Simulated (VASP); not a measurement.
# Se: single point with PBE+D3(BJ)

Se:

```
Se
1.0
     4.00250    0.00000    0.00000
    -2.00125    3.46627    0.00000
     0.00000    0.00000    5.29731
Se
3
Direct
  0.20126 0.00000 0.33333
  0.00000 0.20126 0.66667
  0.79874 0.79874 0.00000
```

This cell differs from its parent crystal: atoms shifted along a free coordinate, c/a of the conventional cell at fixed volume 1.3235.

```yaml
Program: VASP 6.6.1
Task: single point
Functional: PBE
Dispersion: D3(BJ)
Potentials_or_basis: VASP PAW PBE potentials, release 64 (Se)
Cutoff: 520 eV
k_mesh: 9 × 9 × 8
Occupations: gaussian, width 0.05 eV
Spin: no spin polarisation
Dipole_correction: no
Further_INCAR_settings: ALGO = Normal; EDIFF = 1e-06; NBANDS = 16
```

```json
{"Pressure": "10.8 GPa", "Largest force": "3.043 eV/Å", "Band gap on the k mesh": "zero (bands 9 and 10 overlap by 0.01 eV)", "Dispersion energy per atom": "-0.356 eV"}
```

Forces in eV/Å, atoms in the order of the input:
```
Se   3.043  0.000  0.000
Se  -1.522  2.635  0.000
Se  -1.522 -2.635  0.000
```

Stress tensor (GPa, compression positive):
```
 8.30  0.00  0.00
 0.00  8.30  0.00
 0.00  0.00 15.93
```

Levels at points of the mesh, in eV from the Fermi level:
```csv
k point,band 6,band 7,band 8,band 9,band 10,band 11,band 12,band 13
"(0.00, 0.00, 0.00)",-3.44,-2.20,-2.20,-0.27,2.01,2.01,3.53,5.90
"(0.00, 0.00, 0.50)",-3.21,-1.79,-1.28,-1.28,0.48,2.24,2.24,5.75
```

Wall time 120 s on 1 thread of Intel Xeon 8259CL (shared host), peak memory 0.23 GiB.

Caveat: the stress differs along the axes, from 8 to 16 GPa; forces of over 1 eV/Å act on the atoms, so gaps and moduli don't describe the material at rest.
